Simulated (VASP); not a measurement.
## C2SeN2: single point with PBE+D3(BJ)

C2SeN2:

```xyz
20
Lattice="4.4572 -3.6430 0.0000 4.4572 3.6430 0.0000 0.0000 0.0000 13.1841" Properties=species:S:1:pos:R:3 pbc="T T T"
C     6.1736   -2.8861    8.2527
C     5.5183    2.8561    5.2134
C     5.9447   -0.9251    1.9827
C     5.8101    1.2525   12.1688
C     2.7162    2.8669    5.1656
C     3.5134   -3.0476    8.4269
C     2.9614    1.2276   11.7793
C     3.1706   -0.8869    1.7196
Se    4.7809   -1.6256    8.2602
Se    4.1471    1.5811    5.2109
Se    4.4730   -2.1507    2.0722
Se    4.3666    2.4832   12.1873
N     2.6048   -0.0219    8.2739
N     2.0482   -0.1127    5.1236
N     6.9090   -0.2231    1.8784
N     6.6589    0.4855   12.2026
N     6.2845   -0.0290    5.0711
N     7.1064   -0.2074    8.5381
N     2.0596    0.5672   11.5005
N     2.3408   -0.0699    1.5534
```

This cell differs from its parent crystal: dynamics (nvt langevin) at 300 K, volume x 1.03, from the last frame before.

```yaml
Program: VASP 6.6.1
Task: single point
Functional: PBE
Dispersion: D3(BJ)
Potentials_or_basis: VASP PAW PBE potentials, release 64 (C, Se, N)
Cutoff: 520 eV
k_mesh: 2 × 2 × 1, shifted
Occupations: fermi-dirac, width 0.0259 eV
Spin: no spin polarisation
Dipole_correction: no
Further_INCAR_settings: LREAL = Auto; ALGO = Normal; EDIFF = 1e-07; NBANDS = 64
```

```yaml
Pressure: -1.7 GPa
Largest_force: 3.379 eV/Å
Band_gap_on_the_k_mesh: 3.51 eV
Dispersion_energy_per_atom: -0.109 eV
```

Forces on the atoms (eV/Å):
```
C    1.054 -1.059  0.216
C    2.378  1.735 -0.474
C    1.716  1.593 -0.352
C   -2.868  1.776 -0.202
C    0.977 -0.460  0.019
C   -0.957 -0.519 -0.002
C    2.490  1.585  0.834
C   -0.475  0.980  0.184
Se  -0.215 -0.516  0.316
Se  -0.506  0.017 -0.075
Se   0.736 -0.241 -0.396
Se  -0.501 -0.367 -0.466
N   -1.103  0.887 -0.071
N   -2.592 -1.520  0.272
N   -2.520 -1.694  0.519
N    2.267 -1.851 -0.087
N   -0.258  0.212  0.197
N    1.232  1.207 -0.301
N   -1.384 -1.056 -0.314
N    0.529 -0.710  0.185
```

Stress tensor (GPa, compression positive):
```
-3.51 -1.81  0.21
-1.81 -1.61  0.21
 0.21  0.21  0.03
```

Levels at points of the mesh, in eV from the valence-band top:
```
           k point  band 45  band 46  band 47  band 48  band 49  band 50  band 51  band 52
(0.25, 0.25, 0.00)    -0.59    -0.46    -0.28     0.00     3.51     3.64     3.98     4.10
```

Wall time 110 s on 1 thread of AMD EPYC 9R45 96-Core Processor (Zen 5), with other jobs on the host, peak memory 0.45 GiB.

Caveat: the k points lie up to 0.56 Å⁻¹ apart; the atoms stand as in a frame of molecular dynamics; a shifted mesh leaves out Γ, where band edges can lie; forces of over 1 eV/Å act on the atoms, so gaps and moduli don't describe the material at rest. A k mesh can miss the band edges.
